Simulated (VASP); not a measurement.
# SiB5C (C2/m) in VASP: further runs

SiB5C is run at these levels: PBE; tasks: single point.

All numbers are computed with VASP 6.6.1; they aren't measurements. Logs are shortened: lines on timing, memory, paths and dates and some standing lists are left out, and cuts for length are marked.

## Step 1: The cell of the first run

It takes space group C2/m (No. 12, monoclinic). The conventional cell has a = 8.555 Å, b = 6.111 Å, c = 5.271 Å, α = 90.00°, β = 115.82°, γ = 90.00°. Si (site symmetry m) has 1 C at 1.90 Å and 2 B at 1.98 Å and 1 Si at 2.33 Å within 2.5 Å. B (site symmetry 1) has 1 C at 1.74 Å and 5 B at 1.77 to 1.89 Å within 2.3 Å. Within 2.3 Å of B (site symmetry m) lie 5 B at 1.76 to 1.85 Å and 1 C at 1.79 Å. B (site symmetry 1) has 1 C at 1.69 Å and 4 B at 1.76 to 1.79 Å and 1 Si at 1.98 Å within 2.2 Å. Within 2.2 Å of C (site symmetry m) lie 5 B at 1.69 to 1.79 Å and 1 Si at 1.90 Å.

## Step 2: Single point, PBE

The input, INCAR:

```
PREC     = Accurate       # precision mode
ENCUT    = 520            # plane-wave cutoff, eV
EDIFF    = 1E-6           # SCF threshold, eV
ISMEAR   = 0              # smearing method
SIGMA    = 0.2            # smearing width, eV
LREAL    = False          # projectors in reciprocal space
LASPH    = True           # aspherical terms in the spheres
NELM     = 100            # most SCF steps
ALGO     = Normal         # electronic algorithm
ISIF     = 2              # what is computed and relaxed
LWAVE    = False          # write WAVECAR
LCHARG   = False          # write CHGCAR
GGA      = PE             # functional
NBANDS   = 36             # bands
```

The input, KPOINTS:

```
regular mesh
0
Gamma
  4 4 4
```

The input, POSCAR:

```
SiB5C
1.0
    4.2774948812     -3.0553812375     -0.0265005311
    4.2774948812      3.0553812375     -0.0265005311
   -2.2663481884      0.0000000000      4.7592186656
Si B C
2 10 2
Direct
    0.3970136456      0.3970136456      0.5885689351
    0.6029863544      0.6029863544      0.4114310649
    0.0143623653      0.3231368950      0.9840760986
    0.3231368950      0.0143623653      0.9840760986
    0.0135955116      0.0135955116      0.6755301618
    0.1738766878      0.7168952389      0.8143691165
    0.7168952389      0.1738766878      0.8143691165
    0.6768631050      0.9856376347      0.0159239014
    0.9856376347      0.6768631050      0.0159239014
    0.9864044884      0.9864044884      0.3244698382
    0.2831047611      0.8261233122      0.1856308835
    0.8261233122      0.2831047611      0.1856308835
    0.1775712300      0.1775712300      0.2673279248
    0.8224287700      0.8224287700      0.7326720752
```

Potentials or basis: VASP PAW PBE potentials, release 64 (Si, B, C).

Launch:

```console
cat potpaw_PBE.64/Si/POTCAR potpaw_PBE.64/B/POTCAR potpaw_PBE.64/C/POTCAR > POTCAR
mpirun -np 1 vasp_std > vasp.out
```

OUTCAR:

```text
PREC = Accurate
   ENCUT = 520
   EDIFF = 1E-6
   ISMEAR = 0
   LREAL = False
   LASPH = True
   NELM = 100
   ISIF = 2
   GGA = PE

 ion  position               nearest neighbor table
   1  0.397  0.397  0.589-  13 1.90   7 1.98   6 1.98   2 2.33
   2  0.603  0.603  0.411-  14 1.90  12 1.98  11 1.98   1 2.33
   3  0.014  0.323  0.984-  13 1.74   9 1.77   7 1.78  12 1.79   5 1.85   4 1.89
   4  0.323  0.014  0.984-  13 1.74   8 1.77   6 1.78  11 1.79   5 1.85   3 1.89
   5  0.014  0.014  0.676-  10 1.76  14 1.79   6 1.79   7 1.79   3 1.85   4 1.85
   6  0.174  0.717  0.814-  14 1.69  11 1.76   4 1.78   9 1.79   5 1.79   1 1.98
   7  0.717  0.174  0.814-  14 1.69  12 1.76   3 1.78   8 1.79   5 1.79   1 1.98
   8  0.677  0.986  0.016-  14 1.74   4 1.77  12 1.78   7 1.79  10 1.85   9 1.89
   9  0.986  0.677  0.016-  14 1.74   3 1.77  11 1.78   6 1.79  10 1.85   8 1.89
  10  0.986  0.986  0.324-   5 1.76  13 1.79  12 1.79  11 1.79   9 1.85   8 1.85
  11  0.283  0.826  0.186-  13 1.69   6 1.76   9 1.78   4 1.79  10 1.79   2 1.98
  12  0.826  0.283  0.186-  13 1.69   7 1.76   8 1.78   3 1.79  10 1.79   2 1.98
  13  0.178  0.178  0.267-  11 1.69  12 1.69   3 1.74   4 1.74  10 1.79   1 1.90
  14  0.822  0.822  0.733-   6 1.69   7 1.69   8 1.74   9 1.74   5 1.79   2 1.90

  LATTYP: Found a base centered monoclinic cell.
 ALAT       =     8.5551539406
 B/A-ratio  =     0.7142784943
 C/A-ratio  =     0.6161537082
 COS(beta)  =    -0.4355270113

  Lattice vectors:

 A1 = (   4.2774948812,  -3.0553812375,  -0.0265005311)
 A2 = (   4.2774948812,   3.0553812375,  -0.0265005311)
 A3 = (  -2.2663481884,   0.0000000000,   4.7592186656)

Analysis of symmetry for initial positions (statically):
=====================================================================
 Subroutine PRICEL returns:
 Original cell was already a primitive cell.

 Routine SETGRP: Setting up the symmetry group for a
 base centered monoclinic supercell.

 Subroutine GETGRP returns: Found  4 space group operations
 (whereof  4 operations were pure point group operations)
 out of a pool of  4 trial point group operations.

The static configuration has the point symmetry C_2h.

Analysis of symmetry for dynamics (positions and initial velocities):
=====================================================================
 Subroutine PRICEL returns:
 Original cell was already a primitive cell.

 Routine SETGRP: Setting up the symmetry group for a
 base centered monoclinic supercell.

 Subroutine GETGRP returns: Found  4 space group operations
 (whereof  4 operations were pure point group operations)
 out of a pool of  4 trial point group operations.

The dynamic configuration has the point symmetry C_2h.

 Subroutine INISYM returns: Found  4 space group operations
 (whereof  4 operations are pure point group operations),
 and found     1 'primitive' translations

----------------------------------------------------------------------------------------

                                     Primitive cell

  volume of cell :     124.0330

  direct lattice vectors                    reciprocal lattice vectors
     4.277494881 -3.055381237 -0.026500531     0.117236723 -0.163645700  0.055828331
     4.277494881  3.055381237 -0.026500531     0.117236723  0.163645700  0.055828331
    -2.266348188  0.000000000  4.759218666     0.001305607  0.000000000  0.210740256

  length of vectors
     5.256711828  5.256711828  5.271289825     0.208904683  0.208904683  0.210744300

  position of ions in fractional coordinates (direct lattice)
     0.397013646  0.397013646  0.588568935
     0.602986354  0.602986354  0.411431065
     0.014362365  0.323136895  0.984076099
     0.323136895  0.014362365  0.984076099
     0.013595512  0.013595512  0.675530162
     0.173876688  0.716895239  0.814369117
     0.716895239  0.173876688  0.814369117
     0.676863105  0.985637635  0.015923901
     0.985637635  0.676863105  0.015923901
     0.986404488  0.986404488  0.324469838
     0.283104761  0.826123312  0.185630883
     0.826123312  0.283104761  0.185630883
     0.177571230  0.177571230  0.267327925
     0.822428770  0.822428770  0.732672075

  ion indices of the primitive-cell ions
   primitive index   ion index
                 1           1
                 2           2
                 3           3
                 4           4
                 5           5
                 6           6
                 7           7
                 8           8
                 9           9
                10          10
                11          11
                12          12
                13          13
                14          14

----------------------------------------------------------------------------------------

 KPOINTS: regular mesh

Automatic generation of k-mesh.
 Grid dimensions read from file:
 generate k-points for:    4    4    4

 Generating k-lattice:

  Cartesian coordinates                     Fractional coordinates (reciprocal lattice)
     0.029309181 -0.040911425  0.013957083     0.250000000  0.000000000  0.000000000
     0.029309181  0.040911425  0.013957083     0.000000000  0.250000000  0.000000000
     0.000326402  0.000000000  0.052685064     0.000000000  0.000000000  0.250000000

  Length of vectors
     0.052226171  0.052226171  0.052686075

  Shift w.r.t. Gamma in fractional coordinates (k-lattice)
     0.000000000  0.000000000  0.000000000

 Subroutine IBZKPT returns following result:
 ===========================================

 Found     24 irreducible k-points:

 Following reciprocal coordinates:
            Coordinates               Weight
  0.000000  0.000000  0.000000      1.000000
  0.250000  0.000000  0.000000      4.000000
  0.500000  0.000000  0.000000      2.000000
  0.250000  0.250000 -0.000000      2.000000
  0.500000  0.250000 -0.000000      4.000000
 -0.250000  0.250000  0.000000      2.000000
[... 16 lines left out ...]
 -0.250000  0.250000  0.500000      2.000000
  0.500000  0.500000  0.500000      1.000000
   k-points           NKPTS =     24   k-points in BZ     NKDIM =     24   number of bands    NBANDS=     36
   number of dos      NEDOS =    301   number of ions     NIONS =     14
   total plane-waves  NPLWV =  64000
   dimension x,y,z NGX =    40 NGY =   40 NGZ =   40
   dimension x,y,z NGXF=    80 NGYF=   80 NGZF=   80
   ions per type =               2  10   2
   NGX,Y,Z   is equivalent  to a cutoff of  12.65, 12.65, 12.62 a.u.
   NGXF,Y,Z  is equivalent  to a cutoff of  25.30, 25.30, 25.23 a.u.
 SYSTEM =  unknown system
   PREC   = accura    normal or accurate (medium, high low for compatibility)
   ISTART =      0    job   : 0-new  1-cont  2-samecut
   ICHARG =      2    charge: 1-file 2-atom 10-const
   ISPIN  =      1    spin polarized calculation?
   LNONCOLLINEAR =      F non collinear calculations
   LSORBIT =      F    spin-orbit coupling
   LASPH  =      T    aspherical Exc in radial PAW
   ENCUT  =  520.0 eV  38.22 Ry    6.18 a.u.   9.77  9.77  9.80*2*pi/ulx,y,z
   NELM   =    100;   NELMIN=  2; NELMDL= -5     # of ELM steps
   EDIFF  = 0.1E-05   stopping-criterion for ELM
   LREAL  =      F    real-space projection
   EDIFFG = 0.1E-04   stopping-criterion for IOM
   NSW    =      0    number of steps for IOM
   IBRION =     -1    ionic relax: 0-MD 1-quasi-New 2-CG
   NFREE  =      0    steps in history (QN), initial steepest desc. (CG)
   ISIF   =      2    stress and relaxation
   ISYM   =      2    0-nonsym 1-usesym 2-fastsym
   POTIM  = 0.5000    time-step for ionic-motion
   TEBEG  =    0.0;   TEEND  =   0.0 temperature during run
   PSTRESS=    0.0 pullay stress
   NELECT =      46.0000    total number of electrons
   NUPDOWN=      -1.0000    fix difference up-down
   EMIN   =  10.00;   EMAX   =-10.00  energy-range for DOS
   EFERMI =   0.00;   METHOD = LEGACY
   ISMEAR =     0;   SIGMA  =   0.20  broadening in eV -4-tet -1-fermi 0-gaus
   EFERMI_NEDOS =   21; number of points for ismear=-14 and -15
   IALGO  =     38    algorithm
   IMIX   =      4    mixing-type and parameters
     AMIX     =   0.40;   BMIX     =  1.00
     AMIX_MAG =   1.60;   BMIX_MAG =  1.00
  volume/ion in A,a.u.               =       8.86        59.79
  Fermi-wavevector in a.u.,A,eV,Ry     =   1.176201  2.222698 18.822972  1.383449
  Thomas-Fermi vector in A             =   2.312569
   LORBIT       =      0    0 simple, 1 ext, 2 COOP (PROOUT), +10 PAW based schemes
   GGA     = PE    functional components
   LHFCALC =     F    Hartree Fock is set to
   AEXX    =    0.0000 exact exchange contribution
   IVDW    =     0    specifies the selected vdW correction
   LEPSILON=     F    determine dielectric tensor
   LRPA    =     F    only Hartree local field effects (RPA)
 non-spin polarized calculation
 Gauss-broadening in eV      SIGMA  =   0.20
  energy-cutoff  :      520.00
  volume of cell :      124.03
 maximum number of plane-waves:      3362
   NGX = 19   NGY = 19   NGZ = 19

 number of electron      46.0000002 magnetization

 Free energy of the ion-electron system (eV)
  ---------------------------------------------------
  ext. energy  EPLUGINS =         0.00000000
  ---------------------------------------------------
  free energy    TOTEN  =       -96.10728592 eV

  energy without entropy =      -96.10728592  energy(sigma->0) =      -96.10728592

 E-fermi :   6.2513     XC(G=0): -11.0264

 val. band max:        5.3455952555   @ k =   0.2500   0.2500  -0.0000
 cond. band min:       7.8546731056   @ k =   0.0000   0.0000   0.5000
 fundamental gap:      2.5090778501
 Fermi energy:         6.2512662894

 k-point     1 :       0.0000    0.0000    0.0000
  band No.  band energies     occupation
      1     -11.1720      2.00000
      2      -8.3721      2.00000
      3      -5.4630      2.00000
      4      -5.1078      2.00000
      5      -4.3250      2.00000
      6      -3.3201      2.00000
[... 901 lines left out ...]
     34      12.2325      0.00000
     35      12.3268      0.00000
 [bands above 35 left out]

------------------------ aborting loop because EDIFF is reached ----------------------------------------

  FORCE on cell =-STRESS in cart. coord.  units (eV):
  Direction    XX          YY          ZZ          XY          YZ          ZX
  --------------------------------------------------------------------------------------
  -------------------------------------------------------------------------------------
  Total       -0.0771344     -0.0720902     -0.0470724      0.0000000      0.0000000     -0.0388325
  in kB       -0.9963719     -0.9312137     -0.6080502      0.0000000      0.0000000     -0.5016129
  external PRESSURE =      -0.8452119 kB  Pullay stress =       0.0000000 kB

 VOLUME and BASIS-vectors are now :
 -----------------------------------------------------------------------------
  energy-cutoff  :      520.00
  volume of cell :      124.03
      direct lattice vectors                 reciprocal lattice vectors
     4.277494881 -3.055381237 -0.026500531     0.117236723 -0.163645700  0.055828331
     4.277494881  3.055381237 -0.026500531     0.117236723  0.163645700  0.055828331
    -2.266348188  0.000000000  4.759218666     0.001305607  0.000000000  0.210740256

 POSITION                                       TOTAL-FORCE (eV/Angst)
 -----------------------------------------------------------------------------------
      2.06255      0.00000      2.78009         0.020148      0.000000     -0.021239
      4.22610      0.00000      1.92613        -0.020148      0.000000      0.021239
     -0.78661      0.94342      4.67449         0.005954     -0.004589      0.000730
     -0.78661     -0.94342      4.67449         0.005954      0.004589      0.000730
     -1.41468      0.00000      3.21428         0.000478      0.000000     -0.021262
      1.96463      1.65913      3.85215        -0.002628     -0.006423     -0.013717
      1.96463     -1.65913      3.85215        -0.002628      0.006423     -0.013717
      7.07525      0.94342      0.03173        -0.005954     -0.004589     -0.000730
      7.07525     -0.94342      0.03173        -0.005954      0.004589     -0.000730
      7.70332      0.00000      1.49194        -0.000478      0.000000      0.021262
      4.32401      1.65913      0.85406         0.002628     -0.006423      0.013717
      4.32401     -1.65913      0.85406         0.002628      0.006423      0.013717
      0.91326      0.00000      1.26286         0.007625      0.000000      0.029985
      5.37538      0.00000      3.44336        -0.007625      0.000000     -0.029985
 -----------------------------------------------------------------------------------
    total drift:                               -0.000000     -0.000000      0.000000

  FREE ENERGIE OF THE ION-ELECTRON SYSTEM (eV)
  ---------------------------------------------------
  free  energy   TOTEN  =       -96.1072859154 eV

  energy  without entropy=      -96.1072859154  energy(sigma->0) =      -96.10728592
```

It took 1.9 min on 1 thread of Intel Xeon Platinum 8375C at 2.90GHz (Ice Lake), shared host; peak memory 0.29 GiB.

What came out:

```
Free energy            : -96.1073 eV
Pressure               : -0.1 GPa
Largest force          : 0.031 eV/Å
Band gap on the k mesh : 2.51 eV, indirect (least direct gap 2.69 eV)
```

Forces in eV/Å, atoms in the order of the input:
```
Si   0.020  0.000 -0.021
Si  -0.020  0.000  0.021
B    0.006 -0.005  0.001
B    0.006  0.005  0.001
B    0.000  0.000 -0.021
B   -0.003 -0.006 -0.014
B   -0.003  0.006 -0.014
B   -0.006 -0.005 -0.001
B   -0.006  0.005 -0.001
B    0.000  0.000  0.021
B    0.003 -0.006  0.014
B    0.003  0.006  0.014
C    0.008  0.000  0.030
C   -0.008  0.000 -0.030
```

Levels at points of the mesh, in eV from the valence-band top:
| k point | band 19 | band 20 | band 21 | band 22 | band 23 | band 24 | band 25 | band 26 | band 27 | band 28 |
| --- | --- | --- | --- | --- | --- | --- | --- | --- | --- | --- |
| (0.00, 0.00, 0.00) | -1.25 | -1.00 | -0.97 | -0.31 | -0.01 | 3.51 | 4.14 | 4.29 | 5.61 | 5.98 |
| (0.50, 0.00, 0.00) | -1.79 | -1.36 | -1.10 | -0.85 | -0.34 | 2.70 | 2.98 | 3.80 | 5.26 | 5.98 |
| (0.50, 0.50, 0.00) | -1.50 | -1.41 | -1.34 | -0.33 | -0.19 | 2.75 | 3.97 | 4.05 | 5.05 | 5.17 |
| (0.00, 0.00, 0.50) | -1.79 | -1.59 | -1.48 | -0.36 | -0.18 | 2.51 | 3.67 | 4.01 | 4.97 | 5.54 |
| (0.50, 0.00, 0.50) | -1.99 | -1.67 | -0.93 | -0.64 | -0.34 | 2.55 | 3.77 | 4.67 | 4.87 | 5.12 |
| (0.50, 0.50, 0.50) | -1.09 | -0.89 | -0.73 | -0.52 | -0.05 | 2.94 | 2.98 | 3.61 | 4.00 | 4.16 |

A k mesh can miss the band edges. Expect the measured gap to be larger: semilocal functionals such as PBE lack the derivative discontinuity.

(Part 1 of 2 ends here.)
